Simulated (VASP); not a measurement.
LiF:

```
Li F
1.0
    -0.01645    2.03266    2.01501
     2.06449    2.03507   -0.01885
    -2.05758    4.08208   -2.01531
Li F
2 2
Direct
  0.78307 0.76292 0.76022
  0.23972 0.34129 0.24093
  0.45757 0.44958 0.50458
  0.01963 0.94621 0.99427
```

| Quantity | Value |
| --- | --- |
| Program | VASP 6.6.1 |
| Task | relaxation of cell and atoms |
| Functional | PBE |
| Potentials or basis | VASP PAW PBE potentials, release 64 (Li_sv, F) |
| Cutoff | 600 eV |
| k mesh | 6 × 6 × 6 |
| Occupations | gaussian, width 0.1 eV |
| Spin | no spin polarisation |

At the start: pressure 3.6 GPa; volume 8.51 Å³/atom.

Problem. How do energy, volume and symmetry change on relaxing?

Solution. Over 12 steps the energy falls by 58.8 meV/atom and the volume is 8.31 Å³/atom (-2.2 %); space group P1 (No. 1, to 0.1 Å) before, Fm-3m (No. 225, to 0.1 Å).

The path:
| step | energy change (eV) | largest force (eV/Å) | pressure (GPa) | volume (Å³) |
| --- | --- | --- | --- | --- |
| 1 | 0.0000 | 0.8597 | 3.60 | 34.02 |
| 2 | -0.0997 | 0.4988 | 0.01 | 34.97 |
| 3 | -0.1372 | 0.3302 | -3.27 | 36.27 |
| 4 | -0.1691 | 0.2530 | -2.26 | 35.34 |
| 5 | -0.1957 | 0.2285 | 0.63 | 33.47 |
| 6 | -0.2124 | 0.1956 | 0.86 | 33.19 |
| 7 | -0.2253 | 0.1291 | 1.42 | 32.67 |
| 8 | -0.2334 | 0.0703 | -0.28 | 33.42 |
| 9 | -0.2335 | 0.0673 | -0.39 | 33.48 |
| 10 | -0.2347 | 0.0382 | -0.06 | 33.31 |
| 11 | -0.2349 | 0.0290 | 0.09 | 33.23 |
| 12 | -0.2352 | 0.0107 | 0.01 | 33.26 |

Final structure:
```cif
data_structure
_symmetry_space_group_name_H-M 'P 1'
_symmetry_Int_Tables_number 1
_cell_length_a 2.8656
_cell_length_b 2.8626
_cell_length_c 4.9628
_cell_angle_alpha 73.234
_cell_angle_beta 73.286
_cell_angle_gamma 60.034
_cell_volume 33.26
loop_
_atom_site_label
_atom_site_type_symbol
_atom_site_fract_x
_atom_site_fract_y
_atom_site_fract_z
_atom_site_occupancy
Li1 Li 0.74961 0.75038 0.74997 1
Li2 Li 0.24992 0.24863 0.25001 1
F1 F 0.50152 0.49949 0.50000 1
F2 F 0.99895 0.00150 0.00003 1
```

Caveat: the k points lie up to 0.43 Å⁻¹ apart in the final cell; the cutoff is under 1.25 times the usual one of these potentials, so pressure, stress and relaxed cells hold a basis-set (Pulay) error.
